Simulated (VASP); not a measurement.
The system is GaAg2P.

```
Ga Ag P
1.0
     4.97752    0.00000    0.00000
     0.00000    4.97752    0.00000
     0.00000    0.00000    3.10023
Ga Ag P
1 2 1
Direct
  0.00000 0.00000 0.00000
  0.50000 0.00000 0.50000
  0.00000 0.50000 0.50000
  0.50000 0.50000 0.50000
```

The cell was generated, and may not be a known phase.

```yaml
Program: VASP 6.6.1
Task: relaxation of cell and atoms
Functional: PBE
Potentials_or_basis: VASP PAW PBE potentials, release 64 (Ga_d, Ag, P)
Cutoff: 600 eV
k_mesh: 4 × 4 × 6
Occupations: gaussian, width 0.1 eV
Spin: no spin polarisation
```

At the start: pressure 0.2 GPa; volume 19.20 Å³/atom.

Q: How do energy, volume and symmetry change on relaxing?

A: Over 9 steps the energy falls by 74.1 meV/atom and the volume is 18.38 Å³/atom (-4.3 %); space group P4/mmm (No. 123, to 0.1 Å) before and after.

The path:
| step | energy change (eV) | largest force (eV/Å) | pressure (GPa) | volume (Å³) |
| --- | --- | --- | --- | --- |
| 1 | 0.0000 | 0.0000 | 0.19 | 76.81 |
| 2 | -0.0930 | 0.0000 | -1.22 | 77.02 |
| 3 | -0.2251 | 0.0000 | -2.61 | 77.22 |
| 4 | -0.1758 | 0.0000 | -2.40 | 76.98 |
| 5 | -0.2563 | 0.0000 | -3.15 | 77.23 |
| 6 | -0.2883 | 0.0000 | -1.14 | 74.60 |
| 7 | -0.2883 | 0.0000 | -1.07 | 74.52 |
| 8 | -0.2954 | 0.0000 | -0.44 | 73.91 |
| 9 | -0.2966 | 0.0000 | 0.03 | 73.50 |

Final structure:
```cif
data_structure
_symmetry_space_group_name_H-M 'P 1'
_symmetry_Int_Tables_number 1
_cell_length_a 5.1626
_cell_length_b 5.1626
_cell_length_c 2.7579
_cell_angle_alpha 90.000
_cell_angle_beta 90.000
_cell_angle_gamma 90.000
_cell_volume 73.50
loop_
_atom_site_label
_atom_site_type_symbol
_atom_site_fract_x
_atom_site_fract_y
_atom_site_fract_z
_atom_site_occupancy
Ga1 Ga 0.00000 0.00000 0.00000 1
Ag1 Ag 0.50000 0.00000 0.50000 1
Ag2 Ag 0.00000 0.50000 0.50000 1
P1 P 0.50000 0.50000 0.50000 1
```
